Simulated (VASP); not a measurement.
# Re (R-3m) in VASP: a series of runs

The runs below take Re through electric field gradients, with PBE.

Everything below comes from runs of VASP 6.6.1. Logs are shortened: lines on timing, memory, paths and dates and some standing lists are left out, and cuts for length are marked.

## Step 1: The cell of the first run

The structure is trigonal, space group R-3m (No. 166). The conventional cell has a = 2.765 Å, b = 2.765 Å, c = 6.978 Å, α = 90.00°, β = 90.00°, γ = 120.00°. Re (site symmetry -3m) has 12 Re at 2.77 to 2.82 Å within 3.6 Å.

## Step 2: Electric field gradients, PBE (equal xy, yz and zx shear strains of +2 %)

The input, INCAR:

```
SYSTEM = Re
ALGO     = Normal         ! electronic algorithm
EDIFF    = 1E-8           ! SCF threshold, eV
ENCUT    = 520            ! plane-wave cutoff, eV
GGA      = PE             ! functional
ISIF     = 2              ! what is computed and relaxed
ISMEAR   = -1             ! smearing method
LASPH    = .TRUE.         ! aspherical terms in the spheres
LCHARG   = .FALSE.        ! write CHGCAR
LEFG     = .TRUE.       
LREAL    = .FALSE.        ! projectors in reciprocal space
LWAVE    = .FALSE.        ! write WAVECAR
NBANDS   = 10             ! bands
NELM     = 60             ! most SCF steps
PREC     = Accurate       ! precision mode
SIGMA    = 0.03           ! smearing width, eV
```

The input, KPOINTS:

```
k-points
0
G
  14 14 14
  0 0 0
```

The input, POSCAR:

```
Re
1.0
    0.0395000000      1.9947500000      1.9947500000
    1.9947500000      0.0395000000      1.9947500000
    1.9947500000      1.9947500000      0.0395000000
Re
1
Direct
    0.0000000000      0.0000000000      0.0000000000
```

Potentials or basis: VASP PAW PBE potentials, release 64 (Re).

Command:

```sh
$ cat potpaw_PBE.64/Re/POTCAR > POTCAR
$ mpirun -np 1 vasp_std > vasp.out
```

OUTCAR:

```text
SYSTEM = Re
   EDIFF = 1E-8
   ENCUT = 520
   GGA = PE
   ISIF = 2
   ISMEAR = -1
   LASPH = .TRUE.
   LREAL = .FALSE.
   NELM = 60
   PREC = Accurate

 ion  position               nearest neighbor table
   1  0.000  0.000  0.000-

  LATTYP: Found a trigonal (rhomboedric) cell.
 ALAT       =     2.8212790318
 COS(alpha) =     0.5197000882

  Lattice vectors:

 A1 = (   0.0395000000,   1.9947500000,   1.9947500000)
 A2 = (   1.9947500000,   0.0395000000,   1.9947500000)
 A3 = (   1.9947500000,   1.9947500000,   0.0395000000)

Analysis of symmetry for initial positions (statically):
=====================================================================
 Subroutine PRICEL returns:
 Original cell was already a primitive cell.

 Routine SETGRP: Setting up the symmetry group for a
 trigonal (rhombohedral) supercell.

 Subroutine GETGRP returns: Found 12 space group operations
 (whereof 12 operations were pure point group operations)
 out of a pool of 12 trial point group operations.

The static configuration has the point symmetry D_3d.

Analysis of symmetry for dynamics (positions and initial velocities):
=====================================================================
 Subroutine PRICEL returns:
 Original cell was already a primitive cell.

 Routine SETGRP: Setting up the symmetry group for a
 trigonal (rhombohedral) supercell.

 Subroutine GETGRP returns: Found 12 space group operations
 (whereof 12 operations were pure point group operations)
 out of a pool of 12 trial point group operations.

The dynamic configuration has the point symmetry D_3d.

 Subroutine INISYM returns: Found 12 space group operations
 (whereof 12 operations are pure point group operations),
 and found     1 'primitive' translations

----------------------------------------------------------------------------------------

                                     Primitive cell

  volume of cell :      15.4029

  direct lattice vectors                    reciprocal lattice vectors
     0.039500000  1.994750000  1.994750000    -0.258228851  0.253214698  0.253214698
     1.994750000  0.039500000  1.994750000     0.253214698 -0.258228851  0.253214698
     1.994750000  1.994750000  0.039500000     0.253214698  0.253214698 -0.258228851

  length of vectors
     2.821279032  2.821279032  2.821279032     0.441494628  0.441494628  0.441494628

  position of ions in fractional coordinates (direct lattice)
     0.000000000  0.000000000  0.000000000

  ion indices of the primitive-cell ions
   primitive index   ion index
                 1           1

----------------------------------------------------------------------------------------

 KPOINTS: k-points

Automatic generation of k-mesh.
 Grid dimensions read from file:
 generate k-points for:   14   14   14

 Generating k-lattice:

  Cartesian coordinates                     Fractional coordinates (reciprocal lattice)
    -0.018444918  0.018086764  0.018086764     0.071428571  0.000000000  0.000000000
     0.018086764 -0.018444918  0.018086764     0.000000000  0.071428571  0.000000000
     0.018086764  0.018086764 -0.018444918     0.000000000  0.000000000  0.071428571

  Length of vectors
     0.031535331  0.031535331  0.031535331

  Shift w.r.t. Gamma in fractional coordinates (k-lattice)
     0.000000000  0.000000000  0.000000000

 Subroutine IBZKPT returns following result:
 ===========================================

 Found    288 irreducible k-points:

 Following reciprocal coordinates:
            Coordinates               Weight
  0.000000  0.000000  0.000000      1.000000
  0.071429  0.000000  0.000000      6.000000
  0.142857 -0.000000 -0.000000      6.000000
  0.214286 -0.000000 -0.000000      6.000000
  0.285714  0.000000  0.000000      6.000000
  0.357143  0.000000  0.000000      6.000000
[... 16 lines left out ...]
  0.214286  0.142857  0.000000     12.000000
  0.285714  0.142857 -0.000000     12.000000
 [... further k-points ...]
   k-points           NKPTS =    288   k-points in BZ     NKDIM =    288   number of bands    NBANDS=     10
   number of dos      NEDOS =    301   number of ions     NIONS =      1
   total plane-waves  NPLWV =  13824
   dimension x,y,z NGX =    24 NGY =   24 NGZ =   24
   dimension x,y,z NGXF=    48 NGYF=   48 NGZF=   48
   ions per type =               1
   NGX,Y,Z   is equivalent  to a cutoff of  14.14, 14.14, 14.14 a.u.
   NGXF,Y,Z  is equivalent  to a cutoff of  28.28, 28.28, 28.28 a.u.
 SYSTEM =  Re
   PREC   = accura    normal or accurate (medium, high low for compatibility)
   ISTART =      0    job   : 0-new  1-cont  2-samecut
   ICHARG =      2    charge: 1-file 2-atom 10-const
   ISPIN  =      1    spin polarized calculation?
   LNONCOLLINEAR =      F non collinear calculations
   LSORBIT =      F    spin-orbit coupling
   LASPH  =      T    aspherical Exc in radial PAW
   ENCUT  =  520.0 eV  38.22 Ry    6.18 a.u.   5.25  5.25  5.25*2*pi/ulx,y,z
   NELM   =     60;   NELMIN=  2; NELMDL= -5     # of ELM steps
   EDIFF  = 0.1E-07   stopping-criterion for ELM
   LREAL  =      F    real-space projection
   EDIFFG = 0.1E-06   stopping-criterion for IOM
   NSW    =      0    number of steps for IOM
   IBRION =     -1    ionic relax: 0-MD 1-quasi-New 2-CG
   NFREE  =      0    steps in history (QN), initial steepest desc. (CG)
   ISIF   =      2    stress and relaxation
   ISYM   =      2    0-nonsym 1-usesym 2-fastsym
   POTIM  = 0.5000    time-step for ionic-motion
   TEBEG  =    0.0;   TEEND  =   0.0 temperature during run
   PSTRESS=    0.0 pullay stress
   NELECT =       7.0000    total number of electrons
   NUPDOWN=      -1.0000    fix difference up-down
   EMIN   =  10.00;   EMAX   =-10.00  energy-range for DOS
   EFERMI =   0.00;   METHOD = LEGACY
   ISMEAR =    -1;   SIGMA  =   0.03  broadening in eV -4-tet -1-fermi 0-gaus
   EFERMI_NEDOS =   21; number of points for ismear=-14 and -15
   IALGO  =     38    algorithm
   IMIX   =      4    mixing-type and parameters
     AMIX     =   0.40;   BMIX     =  1.00
     AMIX_MAG =   1.60;   BMIX_MAG =  1.00
  volume/ion in A,a.u.               =      15.40       103.94
  Fermi-wavevector in a.u.,A,eV,Ry     =   1.258656  2.378514 21.554537  1.584214
  Thomas-Fermi vector in A             =   2.392254
   LORBIT       =      0    0 simple, 1 ext, 2 COOP (PROOUT), +10 PAW based schemes
   GGA     = PE    functional components
   LHFCALC =     F    Hartree Fock is set to
   AEXX    =    0.0000 exact exchange contribution
   IVDW    =     0    specifies the selected vdW correction
   LEPSILON=     F    determine dielectric tensor
   LRPA    =     F    only Hartree local field effects (RPA)
 non-spin polarized calculation
  energy-cutoff  :      520.00
  volume of cell :       15.40
 maximum number of plane-waves:       426
 NGX is ok and might be reduce to    24
   NGX = 11   NGY = 11   NGZ = 11

 number of electron       7.0000000 magnetization

 Free energy of the ion-electron system (eV)
  ---------------------------------------------------
  ext. energy  EPLUGINS =         0.00000000
  ---------------------------------------------------
  free energy    TOTEN  =       -12.33539528 eV

  energy without entropy =      -12.33186894  energy(sigma->0) =      -12.33363211

 E-fermi :   7.6083     XC(G=0): -13.4789

 val. band max:        7.6051727501   @ k =   0.4286   0.4286   0.2143
 cond. band min:       7.6164959783   @ k =  -0.3571   0.5000   0.3571
 fundamental gap:      0.0113232282
 Fermi energy:         7.6083216302

 k-point     1 :       0.0000    0.0000    0.0000
  band No.  band energies     occupation
      1      -2.2166      2.00000
      2       5.4464      2.00000
      3       5.9605      2.00000
      4       5.9605      2.00000
      5       8.7865      0.00000
      6       8.7865      0.00000
      7      21.4502      0.00000
      8      26.3106      0.00000
      9      27.1588      0.00000
     10      27.1588      0.00000

 k-point     2 :       0.0714    0.0000    0.0000
  band No.  band energies     occupation
      1      -1.9882      2.00000
      2       5.5199      2.00000
      3       5.8311      2.00000
      4       6.0822      2.00000
      5       8.6903      0.00000
      6       8.6998      0.00000
      7      21.8923      0.00000
      8      25.8613      0.00000
      9      26.8737      0.00000
     10      27.5577      0.00000

 k-point     3 :       0.1429   -0.0000   -0.0000
  band No.  band energies     occupation
      1      -1.3430      2.00000
      2       5.3658      2.00000
      3       5.8554      2.00000
      4       6.3722      2.00000
      5       8.5153      0.00000
      6       8.5492      0.00000
      7      22.9060      0.00000
      8      24.2382      0.00000
      9      28.0429      0.00000
     10      28.6927      0.00000

 k-point     4 :       0.2143   -0.0000   -0.0000
  band No.  band energies     occupation
      1      -0.4260      2.00000
      2       5.0682      2.00000
      3       5.9905      2.00000
      4       6.5550      2.00000
      5       8.5756      0.00000
      6       8.6772      0.00000
      7      22.0788      0.00000
      8      24.7358      0.00000
      9      29.8289      0.00000
     10      30.3914      0.00000
[... 222 lines left out ...]
 k-point    22 :       0.1429    0.1429   -0.0000
  band No.  band energies     occupation
      1      -1.0643      2.00000
      2       4.8201      2.00000
      3       6.3604      2.00000
      4       6.6674      2.00000
      5       7.6294      0.66200
      6       9.1616      0.00000
      7      23.6214      0.00000
      8      25.2979      0.00000
      9      27.0496      0.00000
     10      27.6463      0.00000

 k-point    23 :       0.2143    0.1429    0.0000
  band No.  band energies     occupation
      1      -0.3596      2.00000
      2       4.4476      2.00000
      3       6.5606      2.00000
      4       6.8406      2.00000
      5       7.5591      1.67492
      6       9.3578      0.00000
      7      24.2610      0.00000
      8      24.9399      0.00000
      9      27.3127      0.00000
     10      28.3630      0.00000

 k-point    24 :       0.2857    0.1429   -0.0000
  band No.  band energies     occupation
      1       0.5498      2.00000
      2       4.2209      2.00000
      3       6.0952      2.00000
      4       6.8730      2.00000
      5       8.4082      0.00000
      6       9.7722      0.00000
      7      22.7575      0.00000
      8      25.8160      0.00000
      9      27.4759      0.00000
     10      28.6217      0.00000

 [... further k-points ...]

------------------------ aborting loop because EDIFF is reached ----------------------------------------

  FORCE on cell =-STRESS in cart. coord.  units (eV):
  Direction    XX          YY          ZZ          XY          YZ          ZX
  --------------------------------------------------------------------------------------
  -------------------------------------------------------------------------------------
  Total       -0.8966034     -0.8966034     -0.8966034     -0.3381170     -0.3381170     -0.3381170
  in kB      -93.2629385    -93.2629385    -93.2629385    -35.1702686    -35.1702686    -35.1702686
  external PRESSURE =     -93.2629385 kB  Pullay stress =       0.0000000 kB

 VOLUME and BASIS-vectors are now :
 -----------------------------------------------------------------------------
  energy-cutoff  :      520.00
  volume of cell :       15.40
      direct lattice vectors                 reciprocal lattice vectors
     0.039500000  1.994750000  1.994750000    -0.258228851  0.253214698  0.253214698
     1.994750000  0.039500000  1.994750000     0.253214698 -0.258228851  0.253214698
     1.994750000  1.994750000  0.039500000     0.253214698  0.253214698 -0.258228851

 POSITION                                       TOTAL-FORCE (eV/Angst)
 -----------------------------------------------------------------------------------
      0.00000      0.00000      0.00000         0.000000     -0.000000      0.000000
 -----------------------------------------------------------------------------------
    total drift:                               -0.000000     -0.000000     -0.000000

  FREE ENERGIE OF THE ION-ELECTRON SYSTEM (eV)
  ---------------------------------------------------
  free  energy   TOTEN  =       -12.3353952751 eV

  energy  without entropy=      -12.3318689382  energy(sigma->0) =      -12.33363211

 Electric field gradients (V/A^2)
---------------------------------------------------------------------
 ion       V_xx      V_yy      V_zz      V_xy      V_xz      V_yz
---------------------------------------------------------------------
   1      -0.000     0.000    -0.000    34.276    34.276    34.276
---------------------------------------------------------------------

 Electric field gradients after diagonalization (V/A^2)
 (convention: |V_zz| > |V_xx| > |V_yy|)
----------------------------------------------------------------------
 ion       V_xx      V_yy      V_zz     asymmetry (V_yy - V_xx)/ V_zz
----------------------------------------------------------------------
   1     -34.276   -34.276    68.551       0.000
----------------------------------------------------------------------

           NMR quadrupolar parameters

 Cq : quadrupolar parameter    Cq=e*Q*V_zz/h
 eta: asymmetry parameters     (V_yy - V_xx)/ V_zz
 Q  : nuclear electric quadrupole moment in mb (millibarn)
----------------------------------------------------------------------
 ion       Cq(MHz)       eta       Q (mb)
----------------------------------------------------------------------
   1       0.166       0.000       1.000
----------------------------------------------------------------------
```

It took 52 s on 1 thread of Intel Xeon Platinum 8488C (Sapphire Rapids), shared host; peak memory 0.17 GiB.

Results:

```yaml
Free_energy: -12.3354 eV
Pressure: -9.3 GPa
Band_gap_on_the_k_mesh: zero (an odd number of electrons rules out a gap without spin polarisation)
Largest_electric_field_gradient_by_atom: Re +68.6 V/Å²
```

Electric field gradients, principal values (V/Å²):
```csv
atom,least,middle,greatest (by size)
1 Re,-34.276,-34.276,68.551
```

Caveat: the cell differs from its parent crystal (equal xy, yz and zx shear strains of +2 %); the cell stands under tension; without QUAD_EFG the Cq values of the log hold for a quadrupole moment of 1 mb, not for the nuclei; spin-orbit coupling is left out, which moves the levels of the heavy elements.

(Continued in part 2 of 2.)
